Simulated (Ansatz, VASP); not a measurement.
SrTiO3: VASP beside Ansatz

```xyz
5
Lattice="3.8914 0.0000 0.0000 0.0000 3.8914 0.0000 0.0000 0.0000 3.8914" Properties=species:S:1:pos:R:3 pbc="T T T"
Sr   -0.1493    0.0000    0.0000
Ti    2.1872    1.9457    1.9457
O     0.0170    1.9457    1.9457
O     1.9846    0.0000    1.9457
O     1.9846    1.9457    0.0000
```

Change from the starting cell: mode 1 frozen in at -0.031 Å and mode 7 at +0.224 Å (largest displacements).

Alike in both runs: task single point; functional PBEsol; k mesh 8 × 8 × 8; occupations gaussian, width 0.05 eV; no spin polarisation.

|  | VASP | Ansatz |
| --- | --- | --- |
| version | VASP 6.6.1 | Ansatz 0.2.0 |
| potentials or method | VASP PAW PBE potentials, release 64 (Sr_sv, Ti_sv, O), cutoff 520 eV | scalar-relativistic, plane waves, PAW |
| valence electrons in the cell | 40 | 40 |

|  | VASP | Ansatz | Ansatz less VASP |
| --- | --- | --- | --- |
| gap on the k mesh at the Fermi level (eV) | 1.87 | 1.91 | +0.041 |
| least direct gap on the mesh (eV) | 2.49 | 2.51 | +0.024 |
| pressure (GPa) | 6.1 | 5.3 | -0.73 |
| traceless stress, the component that is largest in VASP (GPa) | 5.63 | 5.43 | -0.205 |
| rms of the force components (eV/Å) | 0.991 | 0.944 | -0.0466 |

VASP's potentials were made for PBE, not for PBEsol, and Ansatz warns of the same on its side. Atom by atom the forces differ by 0.050 eV/Å (rms over components). The functional is the same, so the differences come from potentials, cutoffs and numerics.
